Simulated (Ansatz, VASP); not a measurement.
**Lu: VASP beside Ansatz**

```
Lu
1.0
     3.56202    0.00000    0.00000
    -1.78101    3.08480    0.00000
     0.00000    0.00000   11.41934
Lu
4
Direct
  0.00000 0.00000 0.00000
  0.00000 0.00000 0.50000
  0.33333 0.66667 0.25000
  0.66667 0.33333 0.75000
```

Alike in both runs: task single point; functional revPBE; k mesh 12 × 12 × 4; occupations fermi-dirac, width 0.1 eV; no spin polarisation.

|  | VASP | Ansatz |
| --- | --- | --- |
| version | VASP 6.6.1 | Ansatz 0.2.0 |
| potentials or method | VASP PAW PBE potentials, release 64 (Lu), cutoff 520 eV | plane waves (420 eV) with PAW, scalar-relativistic |
| valence electrons in the cell | 100 | 100 |

VASP gave:

```
pressure (GPa) : -1.6
```

Question: What did Ansatz give for the same quantities?

Answer: Pressure (GPa): -1.5.

VASP's potentials were made for PBE, not for revPBE. With one functional, cell and mesh, what is left measures potentials, basis and numerics.

Neither program's run includes spin-orbit coupling.
